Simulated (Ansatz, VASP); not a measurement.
C: VASP beside Ansatz

File POSCAR:

```
C
1.0
    1.2375965868      0.7145267226      3.6273634681
   -1.2375965868      0.7145267226      3.6273634681
    0.0000000000     -1.4290534451      3.6273634681
C
2
Direct
    0.8333594182      0.8333594182      0.8333594182
    0.1666405818      0.1666405818      0.1666405818
```

Contents of INCAR.step1:

```
PREC     = Accurate       # precision mode
ENCUT    = 520            # plane-wave cutoff, eV
ISMEAR   = 0              # smearing method
SIGMA    = 0.01           # smearing width, eV
LREAL    = False          # projectors in reciprocal space
LASPH    = True           # aspherical terms in the spheres
NELM     = 100            # most SCF steps
GGA      = PE             # functional
ALGO     = Normal         # electronic algorithm
EDIFF    = 1E-4           # SCF threshold, eV
LWAVE    = True           # write WAVECAR
LCHARG   = False          # write CHGCAR
```

The input INCAR.step2:

```
PREC     = Accurate       # precision mode
ENCUT    = 520            # plane-wave cutoff, eV
EDIFF    = 1E-7           # SCF threshold, eV
ISMEAR   = 0              # smearing method
SIGMA    = 0.01           # smearing width, eV
LREAL    = False          # projectors in reciprocal space
LASPH    = True           # aspherical terms in the spheres
NELM     = 100            # most SCF steps
ALGO     = Normal         # electronic algorithm
ISIF     = 2              # what is computed and relaxed
LWAVE    = False          # write WAVECAR
LCHARG   = False          # write CHGCAR
METAGGA  = R2SCAN         # meta-GGA
LMIXTAU  = True         
IBRION   = 2              # ionic algorithm
NSW      = 100            # ionic steps
EDIFFG   = -0.002         # ionic threshold
ISTART   = 1
```

File KPOINTS:

```
Automatic mesh
0
Gamma
  10 10 10
```

Input for Ansatz:

```yaml
crystal:
  lattice:
    - [1.23759658682, 0.71452672255, 3.62736346814]
    - [-1.23759658682, 0.71452672255, 3.62736346814]
    - [0.0, -1.42905344509, 3.62736346814]
  atoms:
    - { symbol: C, position: [0.833359418164, 0.833359418164, 0.833359418164] }
    - { symbol: C, position: [0.166640581836, 0.166640581836, 0.166640581836] }
kpoints:
  mp_grid: { grid: [10, 10, 10] }
scf:
  occupations: { method: fixed }
hamiltonian:
  xc: r2scan
  pseudopotentials: { kind: paw }
relax:
  f_tol: 0.002
  max_steps: 80
output:
  forces: true
  stress: true
  write_density: true
  write_potential: true
  elf: true
  volumetric_format: npy
```

Alike in both runs: task relaxation of the atoms; functional r2SCAN; k mesh 10 × 10 × 10; no spin polarisation.

|  | VASP | Ansatz |
| --- | --- | --- |
| version | VASP 6.6.1 | Ansatz 0.2.0 |
| potentials or method | VASP PAW PBE potentials, release 64 (C) | PAW with Ansatz's default frozen-core files, scalar-relativistic |
| plane-wave cutoff (eV) | 520 | 500 |
| occupations | gaussian, width 0.01 eV | fixed |
| valence electrons in the cell | 8 | 8 |

|  | VASP | Ansatz | Ansatz less VASP |
| --- | --- | --- | --- |
| gap on the k mesh at the Fermi level, each at its own relaxed structure (eV) | 1.57 | 1.57 | -0.001 |

VASP's potentials were made for PBE, not for r2SCAN. Ansatz's warnings: stress scf threshold loose.
